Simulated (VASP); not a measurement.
Here is a VASP 6.6.1 calculation.

The input INCAR:

```
SYSTEM = NiO2
ALGO = Normal
EDIFF = 1E-6
ENCUT = 700
GGA = PS
GGA_COMPAT = .FALSE.
ISIF = 2
ISMEAR = 0
LASPH = .TRUE.
LCHARG = .FALSE.
LREAL = .FALSE.
LWAVE = .FALSE.
NBANDS = 22
NELM = 120
PREC = Accurate
SIGMA = 0.05
```

Contents of KPOINTS:

```
k-points
0
G
  12 12 6
  0 0 0
```

POSCAR

```
NiO2
1.0
    2.7656549825      0.0000000000      0.0000000000
   -1.3828274913      2.3951274729      0.0000000000
    0.0000000000      0.0000000000      5.0387468126
Ni O
1 2
Direct
    0.0000000000      0.0000000000      0.5000000000
    0.6666666667      0.3333333333      0.6373845568
    0.3333333333      0.6666666667      0.3626154432
```

Potentials or basis: VASP PAW PBE potentials, release 64 (Ni_sv_GW, O).

Run with:

```sh
$ cat potpaw_PBE.64/Ni_sv_GW/POTCAR potpaw_PBE.64/O/POTCAR > POTCAR
$ mpirun -np 1 vasp_std > vasp.out
```

Q: Predict the band gap on the k mesh.

A: 0.91 eV (least direct gap 1.48 eV).

Q: What does it give for the largest force?

A: 5.895 eV/Å.

Q: What does it give for the pressure?

A: 47.3 GPa.

Forces on the atoms (eV/Å):
```
Ni   0.000  0.000  0.000
O    0.000  0.000  5.895
O    0.000  0.000 -5.895
```

Caveat: the stress differs along the axes, from 38 to 52 GPa; the PAW data sets were made with another functional, which shifts forces and pressure a little; the run has no spin polarisation, though such a crystal can be magnetic. Spin polarisation is off, so any magnetic state and its effect on volume and gap are missing.
